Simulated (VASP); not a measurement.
Wanted: the native input for a VASP 6.6.1 run.

```yaml
Task: single point
Functional: PBEsol
Potentials_or_basis: VASP PAW PBE potentials, release 64 (Mo_sv)
Cutoff: 520 eV
k_mesh: 22 × 22 × 22
Occupations: gaussian, width 0.15 eV
Spin: no spin polarisation
Dipole_correction: no
Further_INCAR_settings: ALGO = Fast; EDIFF = 1e-06; NBANDS = 13
```

The structure of Mo lies in POSCAR:

```
Mo
1.0
   -1.5592175000      1.5710000000      1.5592175000
    1.5827825000     -1.5710000000      1.5827825000
    1.5592175000      1.5710000000     -1.5592175000
Mo
1
Direct
    0.0000000000      0.0000000000      0.0000000000
```

This cell differs from its parent crystal: strain +0.0150 x Voigt [0, 0, 0, 0, 1, 0].

These files were run (other wordings do the same):

INCAR

```
PREC = Accurate
ENCUT = 520
EDIFF = 1E-6
ISMEAR = 0
SIGMA = 0.15
LREAL = False
LASPH = True
NELM = 100
ALGO = Fast
ISIF = 2
LWAVE = False
LCHARG = False
GGA = PS
NBANDS = 13
```

KPOINTS

```
regular mesh
0
Gamma
  22 22 22
```

Potentials or basis: VASP PAW PBE potentials, release 64 (Mo_sv).

The run is started by

```bash
$ cat potpaw_PBE.64/Mo_sv/POTCAR > POTCAR
$ mpirun -np 1 vasp_std > vasp.out
```

Results of the run:

| Item | Value |
| --- | --- |
| Pressure | -2.6 GPa |
| Band gap on the k mesh | zero (bands 7 and 8 overlap by 5.23 eV) |

Caveat: the cell differs from its parent crystal (strain +0.0150 x Voigt [0, 0, 0, 0, 1, 0]); the PAW data sets were made with another functional, which shifts forces and pressure a little.

It took 6.8 min on 1 thread of Intel Xeon 8259CL, on a shared host, peak memory 0.38 GiB.
